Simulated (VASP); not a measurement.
Input of a VASP 6.6.1 run:

The input INCAR:

```
SYSTEM = C
PREC     = Accurate       ! precision mode
ENCUT    = 520            ! plane-wave cutoff, eV
EDIFF    = 1E-7           ! SCF threshold, eV
ISMEAR   = 0              ! smearing method
SIGMA    = 0.15           ! smearing width, eV
LREAL    = .FALSE.        ! projectors in reciprocal space
LASPH    = .TRUE.         ! aspherical terms in the spheres
NELM     = 60             ! most SCF steps
ALGO     = Normal         ! electronic algorithm
ISIF     = 2              ! what is computed and relaxed
LWAVE    = .FALSE.        ! write WAVECAR
LCHARG   = .FALSE.        ! write CHGCAR
GGA      = PE             ! functional
NBANDS   = 16             ! bands
```

File KPOINTS:

```
regular mesh
0
G
  24 24 6
  0 0 0
```

File POSCAR:

```
C
1.0
    2.4665344233      0.0000000000      0.0000000000
   -1.2332672117      2.1360814699      0.0000000000
    0.0000000000      0.0000000000      8.3425907526
C
4
Direct
    0.0000000000      0.0000000000      0.0025000000
    0.0000000000      0.0000000000      0.5025000000
    0.3333333333      0.6666666667      0.0025000000
    0.6666666667      0.3333333333      0.5025000000
```

Potentials or basis: VASP PAW PBE potentials, release 64 (C).

Run with:

```sh
$ cat potpaw_PBE.64/C/POTCAR > POTCAR
$ mpirun -np 1 vasp_std > vasp.out
```

Task: Predict the pressure.

Result: 0.4 GPa.

Task: What does it give for the band gap on the k mesh?

Result: Zero (filled and empty bands touch).

Stress tensor (GPa, compression positive):
```
0.54 0.00 0.00
0.00 0.54 0.00
0.00 0.00 0.04
```

Caveat: the cell differs from its parent crystal (strain -0.0200 x Voigt [0, 0, 1, 0, 0, 0]); this functional lacks dispersion, which binds the layers, so the pressure and a relaxed spacing across them are unreliable.
